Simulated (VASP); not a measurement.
# Ni (Fm-3m) in VASP: further runs

Runs on Ni. Level: LDA. Tasks: single point.

Everything below comes from runs of VASP 6.6.1. Logs are shortened: lines on timing, memory, paths and dates and some standing lists are left out, and cuts for length are marked.

## (1) The cell of the first run

It takes space group Fm-3m (No. 225, cubic). The conventional cell has a = 3.039 Å, b = 3.039 Å, c = 3.039 Å, α = 90.00°, β = 90.00°, γ = 90.00°. Within 2.8 Å of Ni (site symmetry m-3m) lie 12 Ni at 2.15 Å.

## (2) Single point, LDA, collinear spin, ferromagnetic start (7.02 Å³/atom)

INCAR reads:

```
PREC = Accurate
ENCUT = 520
EDIFF = 1E-6
ISMEAR = -1
SIGMA = 0.05
LREAL = F
LASPH = T
NELM = 150
ALGO = Normal
ISIF = 2
LWAVE = F
LCHARG = F
ISPIN = 2
MAGMOM = 1
LORBIT = 11
LMAXMIX = 4
GGA = CA
NBANDS = 15
```

KPOINTS reads:

```
regular mesh
0
Gamma
  21 21 21
```

POSCAR reads:

```
Ni
1.0
    0.0000000000      1.5197124748      1.5197124748
    1.5197124748      0.0000000000      1.5197124748
    1.5197124748      1.5197124748      0.0000000000
Ni
1
Direct
    0.0000000000      0.0000000000      0.0000000000
```

Potentials or basis: VASP PAW LDA potentials, release 64 (Ni).

On the command line:

```sh
$ cat potpaw_LDA.64/Ni/POTCAR > POTCAR
$ mpirun -np 1 vasp_std > vasp.out
```

OUTCAR:

```text
PREC = Accurate
   ENCUT = 520
   EDIFF = 1E-6
   ISMEAR = -1
   LREAL = F
   LASPH = T
   NELM = 150
   ISIF = 2
   ISPIN = 2
   LORBIT = 11
   GGA = CA

 ion  position               nearest neighbor table
   1  0.000  0.000  0.000-

  LATTYP: Found a face centered cubic cell.
 ALAT       =     3.0394249496

  Lattice vectors:

 A1 = (   0.0000000000,   1.5197124748,   1.5197124748)
 A2 = (   1.5197124748,   0.0000000000,   1.5197124748)
 A3 = (   1.5197124748,   1.5197124748,   0.0000000000)

Analysis of symmetry for initial positions (statically):
=====================================================================
 Subroutine PRICEL returns:
 Original cell was already a primitive cell.

 Routine SETGRP: Setting up the symmetry group for a
 face centered cubic supercell.

 Subroutine GETGRP returns: Found 48 space group operations
 (whereof 48 operations were pure point group operations)
 out of a pool of 48 trial point group operations.

The static configuration has the point symmetry O_h .

Analysis of symmetry for dynamics (positions and initial velocities):
=====================================================================
 Subroutine PRICEL returns:
 Original cell was already a primitive cell.

 Routine SETGRP: Setting up the symmetry group for a
 face centered cubic supercell.

 Subroutine GETGRP returns: Found 48 space group operations
 (whereof 48 operations were pure point group operations)
 out of a pool of 48 trial point group operations.

The dynamic configuration has the point symmetry O_h .

Analysis of structural, dynamic, and magnetic symmetry:
=====================================================================
 Subroutine PRICEL returns:
 Original cell was already a primitive cell.

 Routine SETGRP: Setting up the symmetry group for a
 face centered cubic supercell.

 Subroutine GETGRP returns: Found 48 space group operations
 (whereof 48 operations were pure point group operations)
 out of a pool of 48 trial point group operations.

The overall configuration has the point symmetry O_h .

 Subroutine INISYM returns: Found 48 space group operations
 (whereof 48 operations are pure point group operations),
 and found     1 'primitive' translations

----------------------------------------------------------------------------------------

                                     Primitive cell

  volume of cell :       7.0196

  direct lattice vectors                    reciprocal lattice vectors
     0.000000000  1.519712475  1.519712475    -0.329009604  0.329009604  0.329009604
     1.519712475  0.000000000  1.519712475     0.329009604 -0.329009604  0.329009604
     1.519712475  1.519712475  0.000000000     0.329009604  0.329009604 -0.329009604

  length of vectors
     2.149197993  2.149197993  2.149197993     0.569861351  0.569861351  0.569861351

  position of ions in fractional coordinates (direct lattice)
     0.000000000  0.000000000  0.000000000

  ion indices of the primitive-cell ions
   primitive index   ion index
                 1           1

----------------------------------------------------------------------------------------

 KPOINTS: regular mesh

Automatic generation of k-mesh.
 Grid dimensions read from file:
 generate k-points for:   21   21   21

 Generating k-lattice:

  Cartesian coordinates                     Fractional coordinates (reciprocal lattice)
    -0.015667124  0.015667124  0.015667124     0.047619048  0.000000000  0.000000000
     0.015667124 -0.015667124  0.015667124     0.000000000  0.047619048  0.000000000
     0.015667124  0.015667124 -0.015667124     0.000000000  0.000000000  0.047619048

  Length of vectors
     0.027136255  0.027136255  0.027136255

  Shift w.r.t. Gamma in fractional coordinates (k-lattice)
     0.000000000  0.000000000  0.000000000

 Subroutine IBZKPT returns following result:
 ===========================================

 Found    286 irreducible k-points:

 Following reciprocal coordinates:
            Coordinates               Weight
  0.000000  0.000000  0.000000      1.000000
  0.047619  0.000000  0.000000      8.000000
  0.095238  0.000000  0.000000      8.000000
  0.142857  0.000000  0.000000      8.000000
  0.190476  0.000000  0.000000      8.000000
  0.238095  0.000000  0.000000      8.000000
[... 16 lines left out ...]
 -0.428571  0.047619  0.000000     24.000000
 -0.380952  0.047619  0.000000     24.000000
 [... further k-points ...]
   k-points           NKPTS =    286   k-points in BZ     NKDIM =    286   number of bands    NBANDS=     15
   number of dos      NEDOS =    301   number of ions     NIONS =      1
   total plane-waves  NPLWV =   4096
   dimension x,y,z NGX =    16 NGY =   16 NGZ =   16
   dimension x,y,z NGXF=    32 NGYF=   32 NGZF=   32
   ions per type =               1
   NGX,Y,Z   is equivalent  to a cutoff of  12.38, 12.38, 12.38 a.u.
   NGXF,Y,Z  is equivalent  to a cutoff of  24.75, 24.75, 24.75 a.u.
 SYSTEM =  unknown system
   PREC   = accura    normal or accurate (medium, high low for compatibility)
   ISTART =      0    job   : 0-new  1-cont  2-samecut
   ICHARG =      2    charge: 1-file 2-atom 10-const
   ISPIN  =      2    spin polarized calculation?
   LNONCOLLINEAR =      F non collinear calculations
   LSORBIT =      F    spin-orbit coupling
   LASPH  =      T    aspherical Exc in radial PAW
   ENCUT  =  520.0 eV  38.22 Ry    6.18 a.u.   4.00  4.00  4.00*2*pi/ulx,y,z
   NELM   =    150;   NELMIN=  2; NELMDL= -5     # of ELM steps
   EDIFF  = 0.1E-05   stopping-criterion for ELM
   LREAL  =      F    real-space projection
   EDIFFG = 0.1E-04   stopping-criterion for IOM
   NSW    =      0    number of steps for IOM
   IBRION =     -1    ionic relax: 0-MD 1-quasi-New 2-CG
   NFREE  =      0    steps in history (QN), initial steepest desc. (CG)
   ISIF   =      2    stress and relaxation
   ISYM   =      2    0-nonsym 1-usesym 2-fastsym
   POTIM  = 0.5000    time-step for ionic-motion
   TEBEG  =    0.0;   TEEND  =   0.0 temperature during run
   PSTRESS=    0.0 pullay stress
   NELECT =      10.0000    total number of electrons
   NUPDOWN=      -1.0000    fix difference up-down
   EMIN   =  10.00;   EMAX   =-10.00  energy-range for DOS
   EFERMI =   0.00;   METHOD = LEGACY
   ISMEAR =    -1;   SIGMA  =   0.05  broadening in eV -4-tet -1-fermi 0-gaus
   EFERMI_NEDOS =   21; number of points for ismear=-14 and -15
   IALGO  =     38    algorithm
   IMIX   =      4    mixing-type and parameters
     AMIX     =   0.40;   BMIX     =  1.00
     AMIX_MAG =   1.60;   BMIX_MAG =  1.00
  volume/ion in A,a.u.               =       7.02        47.37
  Fermi-wavevector in a.u.,A,eV,Ry     =   1.842058  3.480986 46.167007  3.393179
  Thomas-Fermi vector in A             =   2.894047
   LORBIT       =     11    0 simple, 1 ext, 2 COOP (PROOUT), +10 PAW based schemes
   GGA     = CA    functional components
   LHFCALC =     F    Hartree Fock is set to
   AEXX    =    0.0000 exact exchange contribution
   IVDW    =     0    specifies the selected vdW correction
   LEPSILON=     F    determine dielectric tensor
   LRPA    =     F    only Hartree local field effects (RPA)
 spin polarized calculation
  energy-cutoff  :      520.00
  volume of cell :        7.02
 maximum number of plane-waves:       200
   NGX =  7   NGY =  7   NGZ =  7

 number of electron      10.0000000 magnetization       1.0000000

 number of electron       9.9999992 magnetization       0.4634161

 Free energy of the ion-electron system (eV)
  ---------------------------------------------------
  ext. energy  EPLUGINS =         0.00000000
  ---------------------------------------------------
  free energy    TOTEN  =        -5.16829445 eV

  energy without entropy =       -5.15680072  energy(sigma->0) =       -5.16254758

 E-fermi :  17.0242     XC(G=0): -16.4103

 val. band max:       17.0195127934   @ k =  -0.3333   0.4762   0.1905
 cond. band min:      17.0250858909   @ k =   0.3810   0.0952   0.0000
 fundamental gap:      0.0055730975
 Fermi energy:        17.0242194236

 spin component 1

 k-point     1 :       0.0000    0.0000    0.0000
  band No.  band energies     occupation
      1       4.6042      1.00000
      2      13.1383      1.00000
      3      13.1383      1.00000
      4      13.1383      1.00000
      5      15.3231      1.00000
      6      15.3231      1.00000
      7      44.1325      0.00000
      8      51.6330      0.00000
      9      51.6330      0.00000
     10      51.6330      0.00000
     11      57.8218      0.00000
     12      57.8218      0.00000
     13      57.8218      0.00000
     14      58.2672      0.00000
     15      61.6352      0.00000

 k-point     2 :       0.0476    0.0000    0.0000
  band No.  band energies     occupation
      1       4.7297      1.00000
      2      13.0888      1.00000
      3      13.1769      1.00000
      4      13.1769      1.00000
      5      15.3032      1.00000
      6      15.3032      1.00000
      7      44.0895      0.00000
      8      50.2448      0.00000
      9      51.5922      0.00000
     10      51.5922      0.00000
     11      57.8074      0.00000
     12      57.9316      0.00000
     13      57.9316      0.00000
     14      59.6379      0.00000
     15      61.7007      0.00000
[... 365 lines left out ...]
      3      13.1403      1.00000
      4      14.9761      1.00000
      5      16.5317      0.99995
      6      17.2923      0.00468
      7      27.6258      0.00000
      8      42.4039      0.00000
      9      48.5364      0.00000
     10      50.0845      0.00000
     11      53.7451      0.00000
     12      54.7766      0.00000
     13      60.2260      0.00000
     14      65.1201      0.00000
     15      74.6004      0.00000

 k-point    24 :      -0.3810    0.0476    0.0000
  band No.  band energies     occupation
      1       9.0878      1.00000
      2      13.1136      1.00000
      3      13.2198      1.00000
      4      14.2110      1.00000
      5      16.2613      1.00000
      6      16.9058      0.91434
      7      29.2873      0.00000
      8      42.7135      0.00000
      9      48.5083      0.00000
     10      51.1369      0.00000
     11      53.5036      0.00000
     12      55.1836      0.00000
     13      60.1887      0.00000
     14      63.9313      0.00000
     15      72.3054      0.00000

 [... further k-points ...]

 spin component 2

 k-point     1 :       0.0000    0.0000    0.0000
  band No.  band energies     occupation
      1       4.6710      1.00000
      2      13.6165      1.00000
      3      13.6165      1.00000
      4      13.6165      1.00000
      5      15.7641      1.00000
      6      15.7641      1.00000
      7      44.1682      0.00000
      8      51.6824      0.00000
      9      51.6824      0.00000
     10      51.6824      0.00000
     11      57.9986      0.00000
     12      57.9986      0.00000
     13      57.9986      0.00000
     14      58.3783      0.00000
     15      62.6906      0.00000

 k-point     2 :       0.0476    0.0000    0.0000
  band No.  band energies     occupation
      1       4.7968      1.00000
      2      13.5645      1.00000
      3      13.6557      1.00000
      4      13.6557      1.00000
      5      15.7435      1.00000
      6      15.7435      1.00000
      7      44.1334      0.00000
      8      50.3038      0.00000
      9      51.6485      0.00000
     10      51.6485      0.00000
     11      57.9450      0.00000
     12      58.1013      0.00000
     13      58.1013      0.00000
     14      59.8448      0.00000
     15      62.6824      0.00000
[... 365 lines left out ...]
      3      13.5639      1.00000
      4      15.1743      1.00000
      5      17.0481      0.38285
      6      17.7174      0.00000
      7      27.9419      0.00000
      8      42.4403      0.00000
      9      48.6651      0.00000
     10      50.2115      0.00000
     11      53.8858      0.00000
     12      54.9059      0.00000
     13      61.1150      0.00000
     14      65.4932      0.00000
     15      74.7732      0.00000

 k-point    24 :      -0.3810    0.0476    0.0000
  band No.  band energies     occupation
      1       9.3526      1.00000
      2      13.5333      1.00000
      3      13.6468      1.00000
      4      14.4175      1.00000
      5      16.7695      0.99391
      6      17.3765      0.00087
      7      29.5689      0.00000
      8      42.7553      0.00000
      9      48.6397      0.00000
     10      51.2672      0.00000
     11      53.6425      0.00000
     12      55.3076      0.00000
     13      60.9861      0.00000
     14      64.3809      0.00000
     15      72.4675      0.00000

 [... further k-points ...]
[... 5 lines left out ...]
  --------------------------------------------------------------------------------------
  -------------------------------------------------------------------------------------
  Total        9.3201050      9.3201050      9.3201050     -0.0000000     -0.0000000      0.0000000
  in kB     2127.2430257   2127.2430257   2127.2430257     -0.0000000     -0.0000000      0.0000000
  external PRESSURE =    2127.2430257 kB  Pullay stress =       0.0000000 kB

 VOLUME and BASIS-vectors are now :
 -----------------------------------------------------------------------------
  energy-cutoff  :      520.00
  volume of cell :        7.02
      direct lattice vectors                 reciprocal lattice vectors
     0.000000000  1.519712475  1.519712475    -0.329009604  0.329009604  0.329009604
     1.519712475  0.000000000  1.519712475     0.329009604 -0.329009604  0.329009604
     1.519712475  1.519712475  0.000000000     0.329009604  0.329009604 -0.329009604

 POSITION                                       TOTAL-FORCE (eV/Angst)
 -----------------------------------------------------------------------------------
      0.00000      0.00000      0.00000         0.000000      0.000000      0.000000
 -----------------------------------------------------------------------------------
    total drift:                                0.000000      0.000000     -0.000000

  FREE ENERGIE OF THE ION-ELECTRON SYSTEM (eV)
  ---------------------------------------------------
  free  energy   TOTEN  =        -5.1682944520 eV

  energy  without entropy=       -5.1568007162  energy(sigma->0) =       -5.16254758

 total charge

# of ion       s       p       d       tot
------------------------------------------
    1        0.749   1.042   8.741  10.531

 magnetization (x)

# of ion       s       p       d       tot
------------------------------------------
    1       -0.004  -0.015   0.464   0.446
```

It took 46 s on 1 thread of Intel Xeon 8259CL, shared host; peak memory 0.15 GiB.

What came out:

| Quantity | Value |
| --- | --- |
| Free energy | -5.1683 eV |
| Pressure | 212.7 GPa |
| Net moment | 0.46 μB per cell |
| Site moments | Ni +0.45 μB |

Caveat: the cell stands under pressure.

## (3) Single point, LDA, collinear spin, ferromagnetic start (8.02 Å³/atom)

This run uses another cell than the first one, of 8.02 Å³/atom.

INCAR reads:

```
PREC = Accurate ; ENCUT = 520
EDIFF = 1E-6 ; ISMEAR = -1
SIGMA = 0.05 ; LREAL = False
LASPH = True ; NELM = 150
ALGO = Normal ; ISIF = 2
LWAVE = False ; LCHARG = False
ISPIN = 2 ; MAGMOM = 1
LORBIT = 11 ; LMAXMIX = 4
NBANDS = 15
```

KPOINTS reads:

```
Automatic mesh
0
Gamma
  21 21 21
```

POSCAR reads:

```
Ni
1.0
    0.0000000000      1.5888835819      1.5888835819
    1.5888835819      0.0000000000      1.5888835819
    1.5888835819      1.5888835819      0.0000000000
Ni
1
Direct
    0.0000000000      0.0000000000      0.0000000000
```

Potentials or basis: VASP PAW LDA potentials, release 64 (Ni).

On the command line:

```sh
$ cat potpaw_LDA.64/Ni/POTCAR > POTCAR
$ mpirun -np 1 vasp_std > vasp.out
```

Run time: 1.8 min. Hardware: 1 thread of Intel Xeon 8259CL, shared host; peak memory 0.16 GiB.

It converged, with:

```yaml
Free_energy: -6.0998 eV
Pressure: 96.7 GPa
Net_moment: 0.54 μB per cell
Site_moments: Ni +0.53 μB
```

Levels at points of the mesh, in eV from the Fermi level:
Spin up:
| k point | band 2 | band 3 | band 4 | band 5 | band 6 | band 7 | band 8 | band 9 |
| --- | --- | --- | --- | --- | --- | --- | --- | --- |
| (0.00, 0.00, 0.00) | -3.31 | -3.31 | -3.31 | -1.52 | -1.52 | 26.20 | 32.50 | 32.50 |
Spin down:
```csv
k point,band 2,band 3,band 4,band 5,band 6,band 7,band 8,band 9
"(0.00, 0.00, 0.00)",-2.76,-2.76,-2.76,-1.01,-1.01,26.22,32.55,32.55
```

Caveat: the cell stands under pressure.

## (4) Single point, LDA, collinear spin, ferromagnetic start (8.02 Å³/atom)

This run uses another cell than the first one, of 8.02 Å³/atom.

INCAR reads:

```
SYSTEM = Ni
  PREC = Accurate
  ENCUT = 520
  EDIFF = 1E-7
  ISMEAR = -1
  SIGMA = 0.05
  LREAL = .False.
  LASPH = .True.
  NELM = 150
  ALGO = Normal
  ISIF = 2
  LWAVE = .False.
  LCHARG = .True.
  ISPIN = 2
  MAGMOM = 1
  LORBIT = 11
  LMAXMIX = 4
  LELF = .True.
  LVHAR = .True.
  NBANDS = 15
```

KPOINTS reads:

```
regular mesh
0
Gamma
  21 21 21
  0 0 0
```

POSCAR is that of step 3.

On the command line:

```sh
$ cat potpaw_LDA.64/Ni/POTCAR > POTCAR
$ mpirun -np 1 vasp_std > vasp.out
```

Wall time 2.1 min (1 thread of Intel Xeon 8259CL, shared host); peak memory 0.16 GiB.

The run converged. Its results:

```yaml
Free_energy: -6.0998 eV
Pressure: 96.8 GPa
Net_moment: 0.54 μB per cell
Site_moments: Ni +0.53 μB
```

Levels at points of the mesh, in eV from the Fermi level:
Spin up:
| k point | band 3 | band 4 | band 5 | band 6 | band 7 | band 8 |
| --- | --- | --- | --- | --- | --- | --- |
| (0.00, 0.00, 0.00) | -3.31 | -3.31 | -1.52 | -1.52 | 26.20 | 32.50 |
Spin down:
| k point | band 2 | band 3 | band 4 | band 5 | band 6 | band 7 | band 8 | band 9 |
| --- | --- | --- | --- | --- | --- | --- | --- | --- |
| (0.00, 0.00, 0.00) | -2.76 | -2.76 | -2.76 | -1.01 | -1.01 | 26.22 | 32.55 | 32.55 |

Caveat: the cell stands under pressure.

## (5) Single point, LDA, collinear spin, ferromagnetic start (9.03 Å³/atom)

This run uses another cell than the first one, of 9.03 Å³/atom.

INCAR reads:

```
ALGO     = Normal         # electronic algorithm
EDIFF    = 1E-6           # SCF threshold, eV
ENCUT    = 520            # plane-wave cutoff, eV
ISIF     = 2              # what is computed and relaxed
ISMEAR   = -1             # smearing method
ISPIN    = 2              # spin polarisation
LASPH    = T              # aspherical terms in the spheres
LCHARG   = T              # write CHGCAR
LELF     = T              # ELF
LMAXMIX  = 4              # l up to which the mixer works
LORBIT   = 11             # projections on sites
LREAL    = F              # projectors in reciprocal space
LVHAR    = T            
LWAVE    = F              # write WAVECAR
MAGMOM   = 1              # initial moments
NBANDS   = 15             # bands
NELM     = 150            # most SCF steps
PREC     = Accurate       # precision mode
SIGMA    = 0.05           # smearing width, eV
```

KPOINTS reads:

```
k-points
0
Gamma
  21 21 21
```

POSCAR reads:

```
Ni
1.0
    0.0000000000      1.6525055177      1.6525055177
    1.6525055177      0.0000000000      1.6525055177
    1.6525055177      1.6525055177      0.0000000000
Ni
1
Direct
    0.0000000000      0.0000000000      0.0000000000
```

On the command line:

```sh
$ cat potpaw_LDA.64/Ni/POTCAR > POTCAR
$ mpirun -np 1 vasp_std > vasp.out
```

Run time: 1.9 min. Hardware: 1 thread of Intel Xeon 8259CL, shared host; peak memory 0.17 GiB.

The run converged. Its results:

- Free energy: -6.4907 eV
- Pressure: 34.3 GPa
- Net moment: 0.55 μB per cell
- Site moments: Ni +0.55 μB
- Valence electrons inside the program's atomic spheres: Ni 9.72

Levels at points of the mesh, in eV from the Fermi level:
Spin up:
| k point | band 1 | band 2 | band 3 | band 4 | band 5 | band 6 | band 7 | band 8 | band 9 | band 10 |
| --- | --- | --- | --- | --- | --- | --- | --- | --- | --- | --- |
| (0.00, 0.00, 0.00) | -10.35 | -2.87 | -2.87 | -2.87 | -1.36 | -1.36 | 25.31 | 30.59 | 30.59 | 30.59 |
Spin down:
| k point | band 3 | band 4 | band 5 | band 6 | band 7 | band 8 |
| --- | --- | --- | --- | --- | --- | --- |
| (0.00, 0.00, 0.00) | -2.31 | -2.31 | -0.84 | -0.84 | 25.31 | 30.64 |

Caveat: the cell stands under pressure.

## (6) Overview

| cell | gap on the mesh (eV) | pressure (GPa) | moment (μB) |
| --- | --- | --- | --- |
| a = 2.149 Å, angles 60.0°, 1 atom | none | 212.7 | 0.46 |
| a = 2.247 Å, angles 60.0°, 1 atom | none | 96.8 | 0.54 |
| a = 2.337 Å, angles 60.0°, 1 atom | none | 34.3 | 0.55 |

Alike in all rows: task single point; level LDA; potentials or basis VASP PAW LDA potentials, release 64 (Ni); spin collinear, ferromagnetic start; k mesh 21 × 21 × 21; cutoff (eV) 520; smearing fermi-dirac 0.05 eV.

Caveats: the cell stands under pressure.

Total energies depend on the potentials used, so only differences within one code and one set of settings carry meaning.
